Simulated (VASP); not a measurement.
Write the native input for VASP 6.6.1 that does the following.

- Task: single point
- Functional: PBE
- Potentials or basis: VASP PAW PBE potentials, release 64 (La, Te, N)
- Cutoff: 520 eV
- k mesh: 5 × 5 × 5
- Occupations: tetrahedron
- Spin: no spin polarisation
- Dipole correction: no
- Further INCAR settings: ALGO = Normal; EDIFF = 1e-06; NBANDS = 27

The structure of La2TeN2 lies in POSCAR:

```
La2TeN2
1.0
    0.0000000000      4.1692660000      0.0000000000
    4.1692660000      0.0000000000      0.0000000000
    2.0846330000      2.0846330000     -6.6072200000
La Te N
2 1 2
Direct
    0.3440000000      0.3440000000      0.3120000000
    0.6560000000      0.6560000000      0.6880000000
    0.0000000000      0.0000000000      0.0000000000
    0.2500000000      0.7500000000      0.5000000000
    0.7500000000      0.2500000000      0.5000000000
```

The input as run:

INCAR

```
ALGO = Normal ; EDIFF = 1E-6
ENCUT = 520 ; GGA = PE
ISIF = 2 ; ISMEAR = -4
LASPH = True ; LCHARG = False
LREAL = False ; LWAVE = False
NBANDS = 27 ; NELM = 60
PREC = Accurate ; SIGMA = 0.1
```

KPOINTS

```
k-points
0
Gamma
  5 5 5
```

Potentials or basis: VASP PAW PBE potentials, release 64 (La, Te, N).

Launch:

```sh
$ cat potpaw_PBE.64/La/POTCAR potpaw_PBE.64/Te/POTCAR potpaw_PBE.64/N/POTCAR > POTCAR
$ mpirun -np 1 vasp_std > vasp.out
```

Results of the run:

| Property | Result |
| --- | --- |
| Pressure | -0.8 GPa |
| Largest force | 0.606 eV/Å |
| Band gap on the k mesh | zero (band 19 reaches 6.70 eV, above the bottom of band 20 at 6.13 eV) |

Caveat: spin-orbit coupling is left out, which moves the levels of the heavy elements.

Wall time 82 s on 1 thread of Intel(R) Xeon(R) Platinum 8488C (Sapphire Rapids), on a shared host, peak memory 0.26 GiB.
